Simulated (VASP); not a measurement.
Input of a VASP 6.6.1 run:

Contents of INCAR:

```
PREC = Accurate ; ENCUT = 600
EDIFF = 1E-6 ; ISMEAR = -1
SIGMA = 0.02 ; LREAL = False
LASPH = True ; NELM = 80
ALGO = Normal ; ISIF = 3
LWAVE = False ; LCHARG = False
GGA = PE ; IVDW = 12
IBRION = 2 ; NSW = 80
EDIFFG = -0.005
```

KPOINTS

```
Automatic mesh
0
Gamma
  12 12 4
```

File POSCAR:

```
Hg
1.0
    3.4618096384      0.0000000000      0.0000000000
   -1.7309048192      2.9980150899      0.0000000000
    0.0000000000      0.0000000000      5.4875482800
Hg
2
Direct
    0.6666666700      0.3333333300      0.7500000000
    0.3333333300      0.6666666700      0.2500000000
```

Potentials or basis: VASP PAW PBE potentials, release 64 (Hg).

Launch:

```console
$ cat potpaw_PBE.64/Hg/POTCAR > POTCAR
$ mpirun -np 1 vasp_std > vasp.out
```

Problem. Estimate the dispersion energy per atom.

Solution. -0.401 eV.

Problem. Predict the relaxed volume.

Solution. 26.13 Å³/atom.

Step by step:
| step | energy change (eV) | largest force (eV/Å) | pressure (GPa) | volume (Å³) |
| --- | --- | --- | --- | --- |
| 1 | 0.0000 | 0.0000 | -0.98 | 56.95 |
| 2 | -0.0082 | 0.0000 | -0.68 | 55.52 |
| 3 | -0.0136 | 0.0000 | -0.23 | 53.93 |
| 4 | -0.0138 | 0.0000 | 0.45 | 50.83 |
| 5 | -0.0155 | 0.0000 | 0.00 | 52.44 |
| 6 | -0.0155 | 0.0000 | 0.19 | 51.92 |
| 7 | -0.0156 | 0.0000 | 0.10 | 52.17 |
| 8 | -0.0173 | 0.0000 | 0.12 | 52.06 |
| 9 | -0.0184 | 0.0000 | 0.15 | 51.90 |
| 10 | -0.0185 | 0.0000 | 0.21 | 51.88 |
| 11 | -0.0187 | 0.0000 | -0.04 | 52.37 |
| 12 | -0.0187 | 0.0000 | 0.00 | 52.26 |
